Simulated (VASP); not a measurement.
# Ti (Fm-3m) in VASP: notebook

Ti is run at these levels: r2SCAN; tasks: single point.

Everything below comes from runs of VASP 6.6.1. Logs are shortened: lines on timing, memory, paths and dates and some standing lists are left out, and cuts for length are marked.

**1. The cell of the first run**

Symmetry: Fm-3m, No. 225, cubic system. The conventional cell has a = 4.060 Å, b = 4.060 Å, c = 4.060 Å, α = 90.00°, β = 90.00°, γ = 90.00°. Within 3.8 Å of Ti (site symmetry m-3m) lie 12 Ti at 2.87 Å.

This isn't the form of Ti at room conditions, which is hcp.

**2. Single point, r2SCAN**

The input, POSCAR:

```
Ti
1.0
    0.0000000000      2.0300000000      2.0300000000
    2.0300000000      0.0000000000      2.0300000000
    2.0300000000      2.0300000000      0.0000000000
Ti
1
Direct
    0.0000000000      0.0000000000      0.0000000000
```

The input, INCAR.step1:

```
SYSTEM = Ti
PREC     = Accurate       ! precision mode
ENCUT    = 520            ! plane-wave cutoff, eV
ISMEAR   = 0              ! smearing method
SIGMA    = 0.15           ! smearing width, eV
LREAL    = .FALSE.        ! projectors in reciprocal space
LASPH    = .TRUE.         ! aspherical terms in the spheres
NELM     = 60             ! most SCF steps
NBANDS   = 12             ! bands
GGA      = PE             ! functional
ALGO     = Normal         ! electronic algorithm
EDIFF    = 1E-4           ! SCF threshold, eV
LWAVE    = .TRUE.         ! write WAVECAR
LCHARG   = .FALSE.        ! write CHGCAR
```

The input, INCAR.step2:

```
SYSTEM = Ti
PREC     = Accurate       ! precision mode
ENCUT    = 520            ! plane-wave cutoff, eV
EDIFF    = 1E-7           ! SCF threshold, eV
ISMEAR   = 0              ! smearing method
SIGMA    = 0.15           ! smearing width, eV
LREAL    = .FALSE.        ! projectors in reciprocal space
LASPH    = .TRUE.         ! aspherical terms in the spheres
NELM     = 60             ! most SCF steps
ALGO     = Normal         ! electronic algorithm
ISIF     = 2              ! what is computed and relaxed
LWAVE    = .FALSE.        ! write WAVECAR
LCHARG   = .TRUE.         ! write CHGCAR
METAGGA  = R2SCAN         ! meta-GGA
LMIXTAU  = .TRUE.       
LELF     = .TRUE.         ! ELF
LVHAR    = .TRUE.       
NBANDS   = 12             ! bands
ISTART   = 1
```

The input, KPOINTS:

```
Automatic mesh
0
G
  20 20 20
  0 0 0
```

Potentials or basis: VASP PAW PBE potentials, release 64 (Ti_sv).

The run is started by

```
$ cat potpaw_PBE.64/Ti_sv/POTCAR > POTCAR
$ cp INCAR.step1 INCAR
$ mpirun -np 1 vasp_std > vasp.out
$ cp INCAR.step2 INCAR
$ mpirun -np 1 vasp_std > vasp.out
```

OUTCAR:

```text
SYSTEM = Ti
   PREC = Accurate
   ENCUT = 520
   EDIFF = 1E-7
   ISMEAR = 0
   LREAL = .FALSE.
   LASPH = .TRUE.
   NELM = 60
   ISIF = 2
   METAGGA = R2SCAN
   ISTART = 1

 ion  position               nearest neighbor table
   1  0.000  0.000  0.000-

  LATTYP: Found a face centered cubic cell.
 ALAT       =     4.0600000000

  Lattice vectors:

 A1 = (   0.0000000000,   2.0300000000,   2.0300000000)
 A2 = (   2.0300000000,   0.0000000000,   2.0300000000)
 A3 = (   2.0300000000,   2.0300000000,   0.0000000000)

Analysis of symmetry for initial positions (statically):
=====================================================================
 Subroutine PRICEL returns:
 Original cell was already a primitive cell.

 Routine SETGRP: Setting up the symmetry group for a
 face centered cubic supercell.

 Subroutine GETGRP returns: Found 48 space group operations
 (whereof 48 operations were pure point group operations)
 out of a pool of 48 trial point group operations.

The static configuration has the point symmetry O_h .

Analysis of symmetry for dynamics (positions and initial velocities):
=====================================================================
 Subroutine PRICEL returns:
 Original cell was already a primitive cell.

 Routine SETGRP: Setting up the symmetry group for a
 face centered cubic supercell.

 Subroutine GETGRP returns: Found 48 space group operations
 (whereof 48 operations were pure point group operations)
 out of a pool of 48 trial point group operations.

The dynamic configuration has the point symmetry O_h .

 Subroutine INISYM returns: Found 48 space group operations
 (whereof 48 operations are pure point group operations),
 and found     1 'primitive' translations

----------------------------------------------------------------------------------------

                                     Primitive cell

  volume of cell :      16.7309

  direct lattice vectors                    reciprocal lattice vectors
     0.000000000  2.030000000  2.030000000    -0.246305419  0.246305419  0.246305419
     2.030000000  0.000000000  2.030000000     0.246305419 -0.246305419  0.246305419
     2.030000000  2.030000000  0.000000000     0.246305419  0.246305419 -0.246305419

  length of vectors
     2.870853532  2.870853532  2.870853532     0.426613499  0.426613499  0.426613499

  position of ions in fractional coordinates (direct lattice)
     0.000000000  0.000000000  0.000000000

  ion indices of the primitive-cell ions
   primitive index   ion index
                 1           1

----------------------------------------------------------------------------------------

 KPOINTS: Automatic mesh

Automatic generation of k-mesh.
 Grid dimensions read from file:
 generate k-points for:   20   20   20

 Generating k-lattice:

  Cartesian coordinates                     Fractional coordinates (reciprocal lattice)
    -0.012315271  0.012315271  0.012315271     0.050000000  0.000000000  0.000000000
     0.012315271 -0.012315271  0.012315271     0.000000000  0.050000000  0.000000000
     0.012315271  0.012315271 -0.012315271     0.000000000  0.000000000  0.050000000

  Length of vectors
     0.021330675  0.021330675  0.021330675

  Shift w.r.t. Gamma in fractional coordinates (k-lattice)
     0.000000000  0.000000000  0.000000000

 Subroutine IBZKPT returns following result:
 ===========================================

 Found    256 irreducible k-points:

 Following reciprocal coordinates:
            Coordinates               Weight
  0.000000  0.000000  0.000000      1.000000
  0.050000  0.000000  0.000000      8.000000
  0.100000  0.000000  0.000000      8.000000
  0.150000  0.000000  0.000000      8.000000
  0.200000  0.000000  0.000000      8.000000
  0.250000  0.000000  0.000000      8.000000
[... 16 lines left out ...]
 -0.400000  0.050000  0.000000     24.000000
 -0.350000  0.050000  0.000000     24.000000
 [... further k-points ...]
   k-points           NKPTS =    256   k-points in BZ     NKDIM =    256   number of bands    NBANDS=     12
   number of dos      NEDOS =    301   number of ions     NIONS =      1
   total plane-waves  NPLWV =  13824
   dimension x,y,z NGX =    24 NGY =   24 NGZ =   24
   dimension x,y,z NGXF=    48 NGYF=   48 NGZF=   48
   ions per type =               1
   NGX,Y,Z   is equivalent  to a cutoff of  13.90, 13.90, 13.90 a.u.
   NGXF,Y,Z  is equivalent  to a cutoff of  27.80, 27.80, 27.80 a.u.
 SYSTEM =  Ti
   PREC   = accura    normal or accurate (medium, high low for compatibility)
   ISTART =      1    job   : 0-new  1-cont  2-samecut
   ICHARG =      0    charge: 1-file 2-atom 10-const
   ISPIN  =      1    spin polarized calculation?
   LNONCOLLINEAR =      F non collinear calculations
   LSORBIT =      F    spin-orbit coupling
   LASPH  =      T    aspherical Exc in radial PAW
   ENCUT  =  520.0 eV  38.22 Ry    6.18 a.u.   5.34  5.34  5.34*2*pi/ulx,y,z
   NELM   =     60;   NELMIN=  2; NELMDL=  0     # of ELM steps
   EDIFF  = 0.1E-06   stopping-criterion for ELM
   LREAL  =      F    real-space projection
   EDIFFG = 0.1E-05   stopping-criterion for IOM
   NSW    =      0    number of steps for IOM
   IBRION =     -1    ionic relax: 0-MD 1-quasi-New 2-CG
   NFREE  =      0    steps in history (QN), initial steepest desc. (CG)
   ISIF   =      2    stress and relaxation
   ISYM   =      2    0-nonsym 1-usesym 2-fastsym
   POTIM  = 0.5000    time-step for ionic-motion
   TEBEG  =    0.0;   TEEND  =   0.0 temperature during run
   PSTRESS=    0.0 pullay stress
   NELECT =      12.0000    total number of electrons
   NUPDOWN=      -1.0000    fix difference up-down
   EMIN   =  10.00;   EMAX   =-10.00  energy-range for DOS
   EFERMI =   0.00;   METHOD = LEGACY
   ISMEAR =     0;   SIGMA  =   0.15  broadening in eV -4-tet -1-fermi 0-gaus
   EFERMI_NEDOS =   21; number of points for ismear=-14 and -15
   IALGO  =     38    algorithm
   IMIX   =      4    mixing-type and parameters
     AMIX     =   0.40;   BMIX     =  1.00
     AMIX_MAG =   1.60;   BMIX_MAG =  1.00
  volume/ion in A,a.u.               =      16.73       112.91
  Fermi-wavevector in a.u.,A,eV,Ry     =   1.465421  2.769245 29.217967  2.147460
  Thomas-Fermi vector in A             =   2.581280
   LORBIT       =      0    0 simple, 1 ext, 2 COOP (PROOUT), +10 PAW based schemes
   METAGGA = R2SCAN    functional components
   LHFCALC =     F    Hartree Fock is set to
   AEXX    =    0.0000 exact exchange contribution
   IVDW    =     0    specifies the selected vdW correction
   LEPSILON=     F    determine dielectric tensor
   LRPA    =     F    only Hartree local field effects (RPA)
 non-spin polarized calculation
 Gauss-broadening in eV      SIGMA  =   0.15
  energy-cutoff  :      520.00
  volume of cell :       16.73
 maximum number of plane-waves:       465
 NGX is ok and might be reduce to    24
   NGX = 11   NGY = 11   NGZ = 11

 number of electron      12.0000002 magnetization

 Free energy of the ion-electron system (eV)
  ---------------------------------------------------
  ext. energy  EPLUGINS =         0.00000000
  ---------------------------------------------------
  free energy    TOTEN  =       -12.87783379 eV

  energy without entropy =      -12.86086078  energy(sigma->0) =      -12.86934729

 E-fermi :   8.6419     XC(G=0): -12.6047

 val. band max:        8.6403577811   @ k =  -0.2000   0.3000   0.1000
 cond. band min:       8.6421141030   @ k =   0.5000   0.1000   0.0000
 fundamental gap:      0.0017563219
 Fermi energy:         8.6419148200

 k-point     1 :       0.0000    0.0000    0.0000
  band No.  band energies     occupation
      1     -50.3332      2.00000
      2     -25.0913      2.00000
      3     -25.0912      2.00000
      4     -25.0912      2.00000
      5       2.0873      2.00000
      6       9.6680      0.00000
      7       9.6680      0.00000
      8       9.6680      0.00000
      9      11.5597      0.00000
     10      11.5597      0.00000
     11      24.6236      0.00000
     12      29.7081      0.00000

 k-point     2 :       0.0500    0.0000    0.0000
  band No.  band energies     occupation
      1     -50.3295      2.00000
      2     -25.1113      2.00000
      3     -25.0937      2.00000
      4     -25.0937      2.00000
      5       2.1747      2.00000
      6       9.6092      0.00000
      7       9.7003      0.00000
      8       9.7003      0.00000
      9      11.5374      0.00000
     10      11.5374      0.00000
     11      24.7041      0.00000
     12      28.9547      0.00000

 k-point     3 :       0.1000    0.0000    0.0000
  band No.  band energies     occupation
      1     -50.3190      2.00000
      2     -25.1693      2.00000
      3     -25.1008      2.00000
      4     -25.1008      2.00000
      5       2.4317      2.00000
      6       9.4457      0.00000
      7       9.7875      0.00000
      8       9.7875      0.00000
      9      11.4827      0.00000
     10      11.4827      0.00000
     11      24.8820      0.00000
     12      27.5367      0.00000

 k-point     4 :       0.1500    0.0000    0.0000
  band No.  band energies     occupation
      1     -50.3026      2.00000
      2     -25.2589      2.00000
      3     -25.1118      2.00000
      4     -25.1118      2.00000
      5       2.8433      2.00000
      6       9.2123      0.00000
      7       9.8975      0.00000
      8       9.8976      0.00000
      9      11.4347      0.00000
     10      11.4347      0.00000
     11      24.8504      0.00000
     12      26.2486      0.00000

 k-point     5 :       0.2000    0.0000    0.0000
  band No.  band energies     occupation
      1     -50.2819      2.00000
      2     -25.3706      2.00000
      3     -25.1256      2.00000
      4     -25.1256      2.00000
      5       3.3820      2.00000
      6       8.9567      0.00300
      7       9.9747      0.00000
      8       9.9747      0.00000
      9      11.4554      0.00000
     10      11.4554      0.00000
     11      23.9021      0.00000
     12      25.7596      0.00000
[... 228 lines left out ...]
      1     -50.1822      2.00000
      2     -25.8703      2.00000
      3     -25.2021      2.00000
      4     -25.1942      2.00000
      5       5.9075      2.00000
      6       9.0141      0.00045
      7       9.5837      0.00000
      8       9.6432      0.00000
      9      12.6499      0.00000
     10      12.7620      0.00000
     11      17.6574      0.00000
     12      23.9542      0.00000

 k-point    22 :      -0.4500    0.0500    0.0000
  band No.  band energies     occupation
      1     -50.1834      2.00000
      2     -25.8641      2.00000
      3     -25.2047      2.00000
      4     -25.1900      2.00000
      5       5.8887      2.00000
      6       8.9920      0.00097
      7       9.5831      0.00000
      8       9.6450      0.00000
      9      12.5589      0.00000
     10      12.8014      0.00000
     11      17.7582      0.00000
     12      23.9788      0.00000

 k-point    23 :      -0.4000    0.0500    0.0000
  band No.  band energies     occupation
      1     -50.1919      2.00000
      2     -25.8223      2.00000
      3     -25.2022      2.00000
      4     -25.1813      2.00000
      5       5.7399      2.00000
      6       8.8144      0.10381
      7       9.6057      0.00000
      8       9.6950      0.00000
      9      12.3480      0.00000
     10      12.6913      0.00000
     11      18.4050      0.00000
     12      24.1708      0.00000

 k-point    24 :      -0.3500    0.0500    0.0000
  band No.  band energies     occupation
      1     -50.2066      2.00000
      2     -25.7485      2.00000
      3     -25.1948      2.00000
      4     -25.1690      2.00000
      5       5.4151      2.00000
      6       8.6167      1.18808
      7       9.6862      0.00000
      8       9.7866      0.00000
      9      12.0538      0.00000
     10      12.4719      0.00000
     11      19.4384      0.00000
     12      24.5041      0.00000

 [... further k-points ...]
[... 5 lines left out ...]
  --------------------------------------------------------------------------------------
  -------------------------------------------------------------------------------------
  Total        0.5074248      0.5074248      0.5074248     -0.0000000      0.0000000      0.0000000
  in kB       48.5919333     48.5919333     48.5919333     -0.0000000      0.0000000      0.0000000
  external PRESSURE =      48.5919333 kB  Pullay stress =       0.0000000 kB

 VOLUME and BASIS-vectors are now :
 -----------------------------------------------------------------------------
  energy-cutoff  :      520.00
  volume of cell :       16.73
      direct lattice vectors                 reciprocal lattice vectors
     0.000000000  2.030000000  2.030000000    -0.246305419  0.246305419  0.246305419
     2.030000000  0.000000000  2.030000000     0.246305419 -0.246305419  0.246305419
     2.030000000  2.030000000  0.000000000     0.246305419  0.246305419 -0.246305419

 POSITION                                       TOTAL-FORCE (eV/Angst)
 -----------------------------------------------------------------------------------
      0.00000      0.00000      0.00000         0.000000      0.000000      0.000000
 -----------------------------------------------------------------------------------
    total drift:                               -0.000000      0.000000     -0.000000

  FREE ENERGIE OF THE ION-ELECTRON SYSTEM (eV)
  ---------------------------------------------------
  free  energy   TOTEN  =       -12.8778337912 eV

  energy  without entropy=      -12.8608607836  energy(sigma->0) =      -12.86934729
```

It took 3.7 min on 1 thread of Intel Xeon Platinum 8259CL at 2.50GHz (Skylake/Cascade Lake), shared host; peak memory 0.18 GiB.

What came out:

| Property | Result |
| --- | --- |
| Free energy | -12.8778 eV |
| Pressure | 4.9 GPa |
| Band gap on the k mesh | zero (bands 6 and 7 overlap by 1.46 eV) |

Caveat: the cell stands under pressure; the PAW data sets were made with another functional, which shifts forces and pressure a little.

(Continued in part 2 of 2.)
